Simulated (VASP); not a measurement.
Set up this calculation in VASP 6.6.1, as the native input.

```
Task                   : single point
Functional             : PBE
Potentials or basis    : VASP PAW PBE potentials, release 64 (Al, Cu)
Cutoff                 : 520 eV
k mesh                 : 14 × 14 × 14
Occupations            : gaussian, width 0.15 eV
Spin                   : no spin polarisation
Dipole correction      : no
Further INCAR settings : ALGO = Fast; EDIFF = 1e-06; NBANDS = 16
```

The structure of Al2Cu lies in POSCAR:

```
Al2Cu
1.0
   -2.1877176703      2.1877176703      2.7950000000
    2.1877176703     -2.1877176703      2.7950000000
    2.1877176703      2.1877176703     -2.7950000000
Al Cu
2 1
Direct
    0.7500000000      0.2500000000      0.5000000000
    0.2500000000      0.7500000000      0.5000000000
    0.5000000000      0.5000000000      0.0000000000
```

One way to write it, as run:

INCAR

```
PREC = Accurate ; ENCUT = 520
EDIFF = 1E-6 ; ISMEAR = 0
SIGMA = 0.15 ; LREAL = F
LASPH = T ; NELM = 100
ALGO = Fast ; ISIF = 2
LWAVE = F ; LCHARG = T
GGA = PE ; LELF = T
LVHAR = T ; NBANDS = 16
```

KPOINTS

```
regular mesh
0
Gamma
  14 14 14
```

Potentials or basis: VASP PAW PBE potentials, release 64 (Al, Cu).

The run is started by

```console
$ cat potpaw_PBE.64/Al/POTCAR potpaw_PBE.64/Cu/POTCAR > POTCAR
$ mpirun -np 1 vasp_std > vasp.out
```

Results of the run:

```json
{
 "Pressure": "-6.5 GPa"
}
```

It took 3.1 min on 1 thread of AMD EPYC 9R45 (Zen 5) (shared host), peak memory 0.29 GiB.
